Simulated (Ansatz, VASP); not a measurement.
One calculation of ZnS, two programs

Contents of INCAR:

```
ALGO     = Normal         # electronic algorithm
EDIFF    = 1E-6           # SCF threshold, eV
ENCUT    = 520            # plane-wave cutoff, eV
GGA      = RP             # functional
ISIF     = 2              # what is computed and relaxed
ISMEAR   = -1             # smearing method
IVDW     = 13             # dispersion correction
LASPH    = T              # aspherical terms in the spheres
LCHARG   = T              # write CHGCAR
LELF     = T              # ELF
LREAL    = F              # projectors in reciprocal space
LVHAR    = T            
LWAVE    = F              # write WAVECAR
NBANDS   = 26             # bands
NELM     = 80             # most SCF steps
PREC     = Accurate       # precision mode
SIGMA    = 0.05           # smearing width, eV
```

File KPOINTS:

```
k-points
0
Gamma
  8 8 5
```

POSCAR

```
ZnS
1.0
    3.8857444663      0.0000000000      0.0000000000
   -1.9428722331      3.3651534204      0.0000000000
    0.0000000000      0.0000000000      6.3562663350
Zn S
2 2
Direct
    0.6666666667      0.3333333333      0.5000000000
    0.3333333333      0.6666666667      0.0000000000
    0.6666666667      0.3333333333      0.8850000000
    0.3333333333      0.6666666667      0.3850000000
```

input.yaml

```yaml
crystal:
  lattice:
    - [3.8857444663, 0.0, 0.0]
    - [-1.9428722331, 3.3651534204, 0.0]
    - [0.0, 0.0, 6.356266335]
  atoms:
    - { symbol: Zn, position: [0.6666666667, 0.3333333333, 0.5] }
    - { symbol: Zn, position: [0.3333333333, 0.6666666667, 0.0] }
    - { symbol: S, position: [0.6666666667, 0.3333333333, 0.885] }
    - { symbol: S, position: [0.3333333333, 0.6666666667, 0.385] }
hamiltonian:
  xc: rpbe
  pseudopotentials: { kind: paw }
  dispersion: d4
kpoints:
  mp_grid: { grid: [8, 8, 5] }
scf:
  occupations: { method: fermi_dirac, width: 0.05 }
output:
  forces: true
  stress: true
  eigenvalues: true
  write_density: true
  write_potential: true
  elf: true
  volumetric_format: npy
```

Alike in both runs: task single point; functional RPBE; dispersion D4; k mesh 8 × 8 × 5; occupations fermi-dirac, width 0.05 eV; no spin polarisation.

```csv
,VASP,Ansatz
version,VASP 6.6.1,Ansatz 0.2.0
potentials or method,"VASP PAW PBE potentials, release 64 (Zn, S)",Ansatz PAW
plane-wave cutoff (eV),520,420
valence electrons in the cell,36,36
```

|  | VASP | Ansatz | Ansatz less VASP |
| --- | --- | --- | --- |
| gap on the k mesh at the Fermi level (eV) | 2.15 | 2.15 | +0.001 |
| least direct gap on the mesh (eV) | 2.15 | 2.15 | +0.001 |
| pressure (GPa) | -4.4 | -4.5 | -0.10 |
| traceless stress, the component that is largest in VASP (GPa) | -1.03 | -1.02 | +0.014 |
| rms of the force components (eV/Å) | 0.150 | 0.148 | -0.0024 |

VASP's potentials were made for PBE, not for RPBE. Atom by atom the forces differ by 0.002 eV/Å (rms over components).

Noted on Ansatz's run: odd divisions of the mesh miss points on the zone boundary, where band edges often lie, so the gap on the mesh can be too wide.
